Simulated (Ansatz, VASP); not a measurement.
Sc2SiF2 in VASP and in Ansatz

```
Sc Si F
1.0
     5.44793    0.00000    0.00000
     0.00000    5.44793    0.00000
     0.00000    0.00000    4.02833
Sc Si F
2 1 2
Direct
  0.50000 0.00000 0.27420
  0.00000 0.50000 0.27420
  0.00000 0.00000 0.27408
  0.50000 0.00000 0.77414
  0.00000 0.50000 0.77414
```

Alike in both runs: functional PBE; k mesh 4 × 4 × 4; occupations gaussian, width 0.1 eV; no spin polarisation.

Ansatz relaxed the structure, and its values are those at the end. VASP's run is a single point on that final structure, the one shown.

```csv
,VASP,Ansatz
version,VASP 6.6.1,Ansatz 0.2.0
potentials or method,"VASP PAW PBE potentials, release 64 (Sc_sv, Si, F), cutoff 600 eV","scalar-relativistic, plane waves, PAW"
valence electrons in the cell,40,40
```

|  | VASP | Ansatz | Ansatz less VASP |
| --- | --- | --- | --- |
| gap on the k mesh at the Fermi level (eV) | none | none | - |
| pressure (GPa) | 0.2 | 0.0 | -0.19 |

A gap of «none» marks a metal or a gap that the smearing closes.

The k mesh is coarse, so the values compare programs but aren't converged.
